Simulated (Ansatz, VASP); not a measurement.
# Two plane-wave programs on S

The input INCAR:

```
PREC = Accurate
ENCUT = 500
EDIFF = 1E-6
ISMEAR = 1
SIGMA = 0.1
LREAL = False
LASPH = True
NELM = 200
ALGO = Normal
ISIF = 2
LWAVE = False
LCHARG = True
ISPIN = 2
MAGMOM = 0
LORBIT = 11
GGA = PS
IVDW = 13
LELF = True
LVHAR = True
NBANDS = 13
GGA_COMPAT = False
```

Contents of KPOINTS:

```
Automatic mesh
0
Gamma
  9 9 9
```

Contents of POSCAR:

```
S
1.0
    0.0000000000      1.9943500000      1.9943500000
    1.9943500000      0.0000000000      1.9943500000
    1.9943500000      1.9943500000      0.0000000000
S
1
Direct
    0.0000000000      0.0000000000      0.0000000000
```

Input for Ansatz:

```yaml
crystal:
  lattice:
    - [0.0, 1.99435, 1.99435]
    - [1.99435, 0.0, 1.99435]
    - [1.99435, 1.99435, 0.0]
  atoms:
    - { symbol: S, position: [0.0, 0.0, 0.0] }
basis:
  ecutwfc: 510.0
kpoints:
  mp_grid:
    grid: [9, 9, 9]
hamiltonian:
  xc: pbesol
  dispersion: d4
magnetization:
  spin_polarized: true
scf:
  occupations:
    method: cold
```

Alike in both runs: task single point; functional PBEsol; dispersion D4; k mesh 9 × 9 × 9; collinear spin.

|  | VASP | Ansatz |
| --- | --- | --- |
| version | VASP 6.6.1 | Ansatz 0.2.0 |
| potentials or method | VASP PAW PBE potentials, release 64 (S), cutoff 500 eV | plane waves, PAW |
| occupations | methfessel-paxton of order 1, width 0.1 eV | cold |
| valence electrons in the cell | 6 | 6 |

```csv
,VASP,Ansatz,Ansatz less VASP
net moment per atom (μB),0.00,0.00,0.000
```

VASP's potentials were made for PBE, not for PBEsol. Ansatz's warnings: no starting moments, stability check not made.
